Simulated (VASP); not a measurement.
# TiN (dq13) (Fm-3m) in VASP: notebook

TiN (dq13) is run at these levels: LDA; tasks: single point, relaxation of cell and atoms.

Everything below comes from runs of VASP 6.6.1. Logs are shortened: lines on timing, memory, paths and dates and some standing lists are left out, and cuts for length are marked.

## Step 1: The cell of the first run

Symmetry: Fm-3m, No. 225, cubic system. The conventional cell has a = 4.173 Å, b = 4.173 Å, c = 4.173 Å, α = 90.00°, β = 90.00°, γ = 90.00°. Within 2.8 Å of Ti (site symmetry m-3m) lie 6 N at 2.09 Å. N (site symmetry m-3m) has 6 Ti at 2.09 Å within 2.8 Å.

## Step 2: Single point, LDA

Contents of INCAR:

```
SYSTEM = TiN
PREC     = Accurate       ! precision mode
ENCUT    = 600            ! plane-wave cutoff, eV
EDIFF    = 1E-6           ! SCF threshold, eV
ISMEAR   = 0              ! smearing method
SIGMA    = 0.1            ! smearing width, eV
LREAL    = .FALSE.        ! projectors in reciprocal space
LASPH    = .TRUE.         ! aspherical terms in the spheres
NELM     = 120            ! most SCF steps
ALGO     = Normal         ! electronic algorithm
ISIF     = 2              ! what is computed and relaxed
LWAVE    = .FALSE.        ! write WAVECAR
LCHARG   = .FALSE.        ! write CHGCAR
NBANDS   = 16             ! bands
GGA_COMPAT= .FALSE.
```

Contents of KPOINTS:

```
regular mesh
0
G
  8 8 8
  0 0 0
```

Contents of POSCAR:

```
TiN
1.0
    0.0000000000      2.0862956343      2.0862956343
    2.0862956343      0.0000000000      2.0862956343
    2.0862956343      2.0862956343      0.0000000000
Ti N
1 1
Direct
    0.0000000000      0.0000000000      0.0000000000
    0.5000000000      0.5000000000      0.5000000000
```

Potentials or basis: VASP PAW LDA potentials, release 64 (Ti_sv, N).

Started as:

```sh
cat potpaw_LDA.64/Ti_sv/POTCAR potpaw_LDA.64/N/POTCAR > POTCAR
mpirun -np 1 vasp_std > vasp.out
```

OUTCAR:

```text
SYSTEM = TiN
   PREC = Accurate
   ENCUT = 600
   EDIFF = 1E-6
   ISMEAR = 0
   LREAL = .FALSE.
   LASPH = .TRUE.
   NELM = 120
   ISIF = 2

 ion  position               nearest neighbor table
   1  0.000  0.000  0.000-   2 2.09   2 2.09   2 2.09   2 2.09   2 2.09   2 2.09
   2  0.500  0.500  0.500-   1 2.09   1 2.09   1 2.09   1 2.09   1 2.09   1 2.09

  LATTYP: Found a face centered cubic cell.
 ALAT       =     4.1725912686

  Lattice vectors:

 A1 = (   0.0000000000,   2.0862956343,   2.0862956343)
 A2 = (   2.0862956343,   0.0000000000,   2.0862956343)
 A3 = (   2.0862956343,   2.0862956343,   0.0000000000)

Analysis of symmetry for initial positions (statically):
=====================================================================
 Subroutine PRICEL returns:
 Original cell was already a primitive cell.

 Routine SETGRP: Setting up the symmetry group for a
 face centered cubic supercell.

 Subroutine GETGRP returns: Found 48 space group operations
 (whereof 48 operations were pure point group operations)
 out of a pool of 48 trial point group operations.

The static configuration has the point symmetry O_h .

Analysis of symmetry for dynamics (positions and initial velocities):
=====================================================================
 Subroutine PRICEL returns:
 Original cell was already a primitive cell.

 Routine SETGRP: Setting up the symmetry group for a
 face centered cubic supercell.

 Subroutine GETGRP returns: Found 48 space group operations
 (whereof 48 operations were pure point group operations)
 out of a pool of 48 trial point group operations.

The dynamic configuration has the point symmetry O_h .

 Subroutine INISYM returns: Found 48 space group operations
 (whereof 48 operations are pure point group operations),
 and found     1 'primitive' translations

----------------------------------------------------------------------------------------

                                     Primitive cell

  volume of cell :      18.1617

  direct lattice vectors                    reciprocal lattice vectors
     0.000000000  2.086295634  2.086295634    -0.239659227  0.239659227  0.239659227
     2.086295634  0.000000000  2.086295634     0.239659227 -0.239659227  0.239659227
     2.086295634  2.086295634  0.000000000     0.239659227  0.239659227 -0.239659227

  length of vectors
     2.950467581  2.950467581  2.950467581     0.415101958  0.415101958  0.415101958

  position of ions in fractional coordinates (direct lattice)
     0.000000000  0.000000000  0.000000000
     0.500000000  0.500000000  0.500000000

  ion indices of the primitive-cell ions
   primitive index   ion index
                 1           1
                 2           2

----------------------------------------------------------------------------------------

 KPOINTS: regular mesh

Automatic generation of k-mesh.
 Grid dimensions read from file:
 generate k-points for:    8    8    8

 Generating k-lattice:

  Cartesian coordinates                     Fractional coordinates (reciprocal lattice)
    -0.029957403  0.029957403  0.029957403     0.125000000  0.000000000  0.000000000
     0.029957403 -0.029957403  0.029957403     0.000000000  0.125000000  0.000000000
     0.029957403  0.029957403 -0.029957403     0.000000000  0.000000000  0.125000000

  Length of vectors
     0.051887745  0.051887745  0.051887745

  Shift w.r.t. Gamma in fractional coordinates (k-lattice)
     0.000000000  0.000000000  0.000000000

 Subroutine IBZKPT returns following result:
 ===========================================

 Found     29 irreducible k-points:

 Following reciprocal coordinates:
            Coordinates               Weight
  0.000000  0.000000  0.000000      1.000000
  0.125000  0.000000  0.000000      8.000000
  0.250000  0.000000  0.000000      8.000000
  0.375000  0.000000  0.000000      8.000000
  0.500000  0.000000  0.000000      4.000000
  0.125000  0.125000  0.000000      6.000000
[... 16 lines left out ...]
  0.500000  0.250000  0.125000     48.000000
 -0.375000  0.250000  0.125000     24.000000
 [... further k-points ...]
   k-points           NKPTS =     29   k-points in BZ     NKDIM =     29   number of bands    NBANDS=     16
   number of dos      NEDOS =    301   number of ions     NIONS =      2
   total plane-waves  NPLWV =  13824
   dimension x,y,z NGX =    24 NGY =   24 NGZ =   24
   dimension x,y,z NGXF=    48 NGYF=   48 NGZF=   48
   ions per type =               1   1
   NGX,Y,Z   is equivalent  to a cutoff of  13.52, 13.52, 13.52 a.u.
   NGXF,Y,Z  is equivalent  to a cutoff of  27.05, 27.05, 27.05 a.u.
 SYSTEM =  TiN
   PREC   = accura    normal or accurate (medium, high low for compatibility)
   ISTART =      0    job   : 0-new  1-cont  2-samecut
   ICHARG =      2    charge: 1-file 2-atom 10-const
   ISPIN  =      1    spin polarized calculation?
   LNONCOLLINEAR =      F non collinear calculations
   LSORBIT =      F    spin-orbit coupling
   LASPH  =      T    aspherical Exc in radial PAW
   ENCUT  =  600.0 eV  44.10 Ry    6.64 a.u.   5.89  5.89  5.89*2*pi/ulx,y,z
   NELM   =    120;   NELMIN=  2; NELMDL= -5     # of ELM steps
   EDIFF  = 0.1E-05   stopping-criterion for ELM
   LREAL  =      F    real-space projection
[... 7 lines left out ...]
   TEBEG  =    0.0;   TEEND  =   0.0 temperature during run
   PSTRESS=    0.0 pullay stress
   NELECT =      17.0000    total number of electrons
   NUPDOWN=      -1.0000    fix difference up-down
   EMIN   =  10.00;   EMAX   =-10.00  energy-range for DOS
   EFERMI =   0.00;   METHOD = LEGACY
   ISMEAR =     0;   SIGMA  =   0.10  broadening in eV -4-tet -1-fermi 0-gaus
   EFERMI_NEDOS =   21; number of points for ismear=-14 and -15
   IALGO  =     38    algorithm
   IMIX   =      4    mixing-type and parameters
     AMIX     =   0.40;   BMIX     =  1.00
     AMIX_MAG =   1.60;   BMIX_MAG =  1.00
  volume/ion in A,a.u.               =       9.08        61.28
  Fermi-wavevector in a.u.,A,eV,Ry     =   1.601420  3.026245 34.892774  2.564547
  Thomas-Fermi vector in A             =   2.698401
   LORBIT       =      0    0 simple, 1 ext, 2 COOP (PROOUT), +10 PAW based schemes
   GGA     = CA    functional components
   LHFCALC =     F    Hartree Fock is set to
   AEXX    =    0.0000 exact exchange contribution
[... 25 lines left out ...]
 Fermi energy:        11.8750289213

 k-point     1 :       0.0000    0.0000    0.0000
  band No.  band energies     occupation
      1     -45.2058      2.00000
      2     -21.5224      2.00000
      3     -21.5224      2.00000
      4     -21.5224      2.00000
      5      -5.2756      2.00000
      6       9.7918      2.00000
[... 8 lines left out ...]
     15      25.1871      0.00000
     16      32.3328      0.00000

 k-point     2 :       0.1250    0.0000    0.0000
  band No.  band energies     occupation
      1     -45.1871      2.00000
      2     -21.6461      2.00000
      3     -21.5322      2.00000
      4     -21.5322      2.00000
      5      -4.9453      2.00000
      6       8.3616      2.00000
[... 8 lines left out ...]
     15      25.4196      0.00000
     16      31.8223      0.00000

 k-point     3 :       0.2500    0.0000    0.0000
  band No.  band energies     occupation
      1     -45.1419      2.00000
      2     -21.9351      2.00000
      3     -21.5560      2.00000
      4     -21.5560      2.00000
      5      -4.0822      2.00000
      6       6.1641      2.00000
[... 8 lines left out ...]
     15      25.2146      0.00000
     16      29.9729      0.00000

 k-point     4 :       0.3750    0.0000    0.0000
  band No.  band energies     occupation
      1     -45.0963      2.00000
      2     -22.2120      2.00000
      3     -21.5795      2.00000
      4     -21.5795      2.00000
      5      -3.0521      2.00000
      6       4.2935      2.00000
[... 8 lines left out ...]
     15      25.6282      0.00000
     16      27.7737      0.00000

 k-point     5 :       0.5000    0.0000    0.0000
  band No.  band energies     occupation
      1     -45.0772      2.00000
      2     -22.3235      2.00000
      3     -21.5892      2.00000
      4     -21.5892      2.00000
      5      -2.5264      2.00000
      6       3.4905      2.00000
[... 8 lines left out ...]
     15      26.2465      0.00000
     16      26.7953      0.00000

 k-point     6 :       0.1250    0.1250    0.0000
  band No.  band energies     occupation
      1     -45.1810      2.00000
      2     -21.6374      2.00000
      3     -21.5595      2.00000
      4     -21.5595      2.00000
      5      -4.8603      2.00000
      6       7.5401      2.00000
[... 8 lines left out ...]
     15      25.6264      0.00000
     16      31.2036      0.00000

 k-point     7 :       0.2500    0.1250    0.0000
  band No.  band energies     occupation
      1     -45.1447      2.00000
      2     -21.8488      2.00000
      3     -21.5956      2.00000
      4     -21.5797      2.00000
      5      -4.2501      2.00000
      6       6.1642      2.00000
[... 8 lines left out ...]
     15      25.6010      0.00000
     16      29.9853      0.00000

 k-point     8 :       0.3750    0.1250    0.0000
  band No.  band energies     occupation
      1     -45.0992      2.00000
      2     -22.1124      2.00000
      3     -21.6193      2.00000
      4     -21.6159      2.00000
      5      -3.3855      2.00000
      6       4.8555      2.00000
[... 8 lines left out ...]
     15      25.3292      0.00000
     16      27.9411      0.00000

 k-point     9 :       0.5000    0.1250    0.0000
  band No.  band energies     occupation
      1     -45.0712      2.00000
      2     -22.2666      2.00000
      3     -21.6574      2.00000
      4     -21.6169      2.00000
      5      -2.7427      2.00000
      6       3.9444      2.00000
[... 8 lines left out ...]
     15      25.7967      0.00000
     16      26.6186      0.00000
[... 172 lines left out ...]
 k-point    19 :       0.5000    0.3750    0.0000
  band No.  band energies     occupation
      1     -45.0421      2.00000
      2     -22.1436      2.00000
      3     -21.8142      2.00000
      4     -21.7487      2.00000
      5      -3.6641      2.00000
      6       5.7926      2.00000
[... 8 lines left out ...]
     15      24.4900      0.00000
     16      26.2378      0.00000

 k-point    20 :      -0.3750    0.3750    0.0000
  band No.  band energies     occupation
      1     -45.0392      2.00000
      2     -22.0700      2.00000
      3     -21.9594      2.00000
      4     -21.7098      2.00000
      5      -3.3384      2.00000
      6       5.8579      2.00000
[... 8 lines left out ...]
     15      24.1069      0.00000
     16      25.2498      0.00000

 k-point    21 :       0.5000    0.5000    0.0000
  band No.  band energies     occupation
      1     -45.0360      2.00000
      2     -22.1849      2.00000
      3     -21.7756      2.00000
      4     -21.7756      2.00000
      5      -3.8385      2.00000
      6       5.9825      2.00000
[... 8 lines left out ...]
     15      24.0408      0.00000
     16      26.9421      0.00000

 k-point    22 :       0.3750    0.2500    0.1250
  band No.  band energies     occupation
      1     -45.1083      2.00000
      2     -21.9865      2.00000
      3     -21.6984      2.00000
      4     -21.5962      2.00000
      5      -3.7210      2.00000
      6       5.3153      2.00000
[... 8 lines left out ...]
     15      25.2959      0.00000
     16      27.5814      0.00000

 k-point    23 :       0.5000    0.2500    0.1250
  band No.  band energies     occupation
      1     -45.0717      2.00000
      2     -22.1305      2.00000
      3     -21.7701      2.00000
      4     -21.6335      2.00000
      5      -3.1632      2.00000
      6       4.7415      2.00000
[... 8 lines left out ...]
     15      24.9421      0.00000
     16      26.4531      0.00000

 k-point    24 :      -0.3750    0.2500    0.1250
  band No.  band energies     occupation
      1     -45.0564      2.00000
      2     -22.1927      2.00000
      3     -21.7884      2.00000
      4     -21.6566      2.00000
      5      -2.9207      2.00000
      6       4.5052      2.00000
[... 8 lines left out ...]
     15      25.1687      0.00000
     16      26.1906      0.00000

 [... further k-points ...]
[... 5 lines left out ...]
  --------------------------------------------------------------------------------------
  -------------------------------------------------------------------------------------
  Total        0.1118028      0.1118028      0.1118028      0.0000000     -0.0000000     -0.0000000
  in kB        9.8629271      9.8629271      9.8629271      0.0000000     -0.0000000     -0.0000000
  external PRESSURE =       9.8629271 kB  Pullay stress =       0.0000000 kB

 VOLUME and BASIS-vectors are now :
 -----------------------------------------------------------------------------
  energy-cutoff  :      600.00
  volume of cell :       18.16
      direct lattice vectors                 reciprocal lattice vectors
     0.000000000  2.086295634  2.086295634    -0.239659227  0.239659227  0.239659227
     2.086295634  0.000000000  2.086295634     0.239659227 -0.239659227  0.239659227
     2.086295634  2.086295634  0.000000000     0.239659227  0.239659227 -0.239659227

 POSITION                                       TOTAL-FORCE (eV/Angst)
 -----------------------------------------------------------------------------------
      0.00000      0.00000      0.00000        -0.000000     -0.000000      0.000000
      2.08630      2.08630      2.08630         0.000000      0.000000     -0.000000
 -----------------------------------------------------------------------------------
    total drift:                                0.000000     -0.000000     -0.000000

  FREE ENERGIE OF THE ION-ELECTRON SYSTEM (eV)
  ---------------------------------------------------
  free  energy   TOTEN  =       -21.6619878135 eV

  energy  without entropy=      -21.6535635618  energy(sigma->0) =      -21.65777569
```

Run time: 7.3 s. Hardware: 1 thread of Intel Xeon 6975P-C, shared host; peak memory 0.13 GiB.

Results:

- Free energy: -21.6620 eV
- Pressure: 1.0 GPa

## Step 3: Single point, LDA

Contents of INCAR:

```
ALGO = Normal
EDIFF = 1E-6
ENCUT = 600
GGA = CA
GGA_COMPAT = F
ISIF = 2
ISMEAR = 0
LASPH = T
LCHARG = F
LREAL = F
LWAVE = F
NBANDS = 16
NELM = 120
PREC = Accurate
SIGMA = 0.1
```

Contents of KPOINTS:

```
k-points
0
Gamma
  14 14 14
```

Contents of POSCAR:

```
TiN
1.0
    0.0000000000      2.0859620326      2.0859620326
    2.0859620326      0.0000000000      2.0859620326
    2.0859620326      2.0859620326      0.0000000000
Ti N
1 1
Direct
    0.0000000000      0.0000000000      0.0000000000
    0.5000000000      0.5000000000      0.5000000000
```

Potentials or basis: VASP PAW LDA potentials, release 64 (Ti_sv, N).

Started as:

```sh
cat potpaw_LDA.64/Ti_sv/POTCAR potpaw_LDA.64/N/POTCAR > POTCAR
mpirun -np 1 vasp_std > vasp.out
```

Wall time 20 s (1 thread of Intel Xeon 6975P-C, shared host); peak memory 0.15 GiB.

The run converged. Its results:

| Quantity | Value |
| --- | --- |
| Free energy | -21.6716 eV |
| Pressure | 1.0 GPa |

Levels at points of the mesh, in eV from the Fermi level:
```tsv
k point	band 6	band 7	band 8	band 9	band 10	band 11	band 12	band 13
(0.00, 0.00, 0.00)	-2.06	-2.06	-2.06	-0.69	-0.69	-0.69	0.60	0.60
(0.50, 0.00, 0.00)	-8.37	-5.74	-5.74	1.82	1.82	2.56	6.15	6.15
(0.50, 0.50, 0.00)	-5.87	-3.32	-3.25	-3.25	1.76	2.59	2.59	4.06
```

## Step 4: Single point, LDA

Contents of INCAR:

```
PREC     = Accurate       # precision mode
ENCUT    = 600            # plane-wave cutoff, eV
EDIFF    = 1E-6           # SCF threshold, eV
ISMEAR   = -1             # smearing method
SIGMA    = 0.15           # smearing width, eV
LREAL    = False          # projectors in reciprocal space
LASPH    = True           # aspherical terms in the spheres
NELM     = 120            # most SCF steps
ALGO     = Normal         # electronic algorithm
ISIF     = 2              # what is computed and relaxed
LWAVE    = False          # write WAVECAR
LCHARG   = True           # write CHGCAR
GGA      = CA             # functional
LELF     = True           # ELF
LVHAR    = True         
NBANDS   = 16             # bands
GGA_COMPAT= False
```

Contents of KPOINTS:

```
regular mesh
0
Gamma
  16 16 16
```

Contents of POSCAR:

```
TiN
1.0
    0.0000000000      2.0865879594      2.0865879594
    2.0865879594      0.0000000000      2.0865879594
    2.0865879594      2.0865879594      0.0000000000
Ti N
1 1
Direct
    0.0000000000      0.0000000000      0.0000000000
    0.5000000000      0.5000000000      0.5000000000
```

Started as:

```sh
cat potpaw_LDA.64/Ti_sv/POTCAR potpaw_LDA.64/N/POTCAR > POTCAR
mpirun -np 1 vasp_std > vasp.out
```

Run time: 32 s. Hardware: 1 thread of Intel Xeon 6975P-C, shared host; peak memory 0.17 GiB.

Results (log left out):

```yaml
Free_energy: -21.7016 eV
Pressure: 1.0 GPa
```

Levels at points of the mesh, in eV from the Fermi level:
```
           k point  band 6  band 7  band 8  band 9  band 10  band 11
(0.00, 0.00, 0.00)   -2.04   -2.04   -2.04   -0.66    -0.66    -0.66
(0.50, 0.00, 0.00)   -8.34   -5.71   -5.71    1.85     1.85     2.58
(0.50, 0.50, 0.00)   -5.85   -3.30   -3.23   -3.23     1.78     2.61
```

## Step 5: Relaxation of cell and atoms, LDA

Contents of INCAR:

```
SYSTEM = TiN
ALGO = Normal
EDIFF = 1E-7
EDIFFG = -0.002
ENCUT = 600
GGA_COMPAT = .False.
IBRION = 2
ISIF = 3
ISMEAR = 0
LASPH = .True.
LCHARG = .False.
LREAL = .False.
LWAVE = .False.
NELM = 120
NELMIN = 4
NSW = 100
PREC = Accurate
SIGMA = 0.1
```

Contents of KPOINTS:

```
k-points
0
Gamma
  14 14 14
  0 0 0
```

Contents of POSCAR:

```
TiN
1.0
    0.0000000000      2.0862956343      2.0862956343
    2.0862956343      0.0000000000      2.0862956343
    2.0862956343      2.0862956343      0.0000000000
Ti N
1 1
Direct
    0.0000000000      0.0000000000      0.0000000000
    0.5000000000      0.5000000000      0.5000000000
```

Started as:

```sh
cat potpaw_LDA.64/Ti_sv/POTCAR potpaw_LDA.64/N/POTCAR > POTCAR
mpirun -np 1 vasp_std > vasp.out
```

Wall time 37 s (1 thread of Intel Xeon 6975P-C, shared host); peak memory 0.16 GiB.

It converged, with:

| Quantity | Value |
| --- | --- |
| Free energy | -21.6718 eV |
| Relaxed volume | 9.10 Å³/atom |
| Relaxed cell | a = 2.953 Å, b = 2.953 Å, c = 2.953 Å, α = 60.00°, β = 60.00°, γ = 60.00° |
| Space group after relaxing (to 0.05 Å) | Fm-3m (No. 225) |
| Energy gained by relaxing | 0.1 meV/atom |
| Ionic steps | 3 |
| Pressure after relaxing | 0.0 GPa |

Step by step:
```csv
step,energy change (eV),largest force (eV/Å),pressure (GPa),volume (Å³)
1,0.0000,0.0000,0.82,18.16
2,0.0002,0.0000,-1.25,18.28
3,-0.0001,0.0000,-0.02,18.21
```

Final structure:
```xyz
2
Lattice="0.0000 2.0881 2.0881 2.0881 0.0000 2.0881 2.0881 2.0881 0.0000" Properties=species:S:1:pos:R:3 pbc="T T T"
Ti    0.0000    0.0000    0.0000
N     2.0881    2.0881    2.0881
```

Levels at points of the mesh, in eV from the Fermi level:
| k point | band 7 | band 8 | band 9 | band 10 | band 11 | band 12 |
| --- | --- | --- | --- | --- | --- | --- |
| (0.00, 0.00, 0.00) | -2.05 | -2.05 | -0.69 | -0.69 | -0.69 | 0.60 |
| (0.50, 0.00, 0.00) | -5.72 | -5.72 | 1.81 | 1.81 | 2.55 | 6.13 |
| (0.50, 0.50, 0.00) | -3.31 | -3.24 | -3.24 | 1.75 | 2.58 | 2.58 |

## Step 6: The runs side by side

```csv
task,cell,k mesh,smearing,gap on the mesh (eV),pressure (GPa)
single point,"a = 2.950 Å, angles 60.0°, 2 atoms",8 × 8 × 8,gaussian 0.1 eV,none,1.0
single point,"a = 2.950 Å, angles 60.0°, 2 atoms",14 × 14 × 14,gaussian 0.1 eV,none,1.0
single point,"a = 2.951 Å, angles 60.0°, 2 atoms",16 × 16 × 16,fermi-dirac 0.15 eV,none,1.0
relaxation of cell and atoms,"relaxed from a = 2.950 Å, angles 60.0°, 2 atoms",14 × 14 × 14,gaussian 0.1 eV,none,0.0
```

Alike in all rows: level LDA; potentials or basis VASP PAW LDA potentials, release 64 (Ti_sv, N); no spin polarisation; cutoff (eV) 600.

Every run on the cell as given and a fine mesh finds a metal.

Total energies depend on the potentials used, so only differences within one code and one set of settings carry meaning.
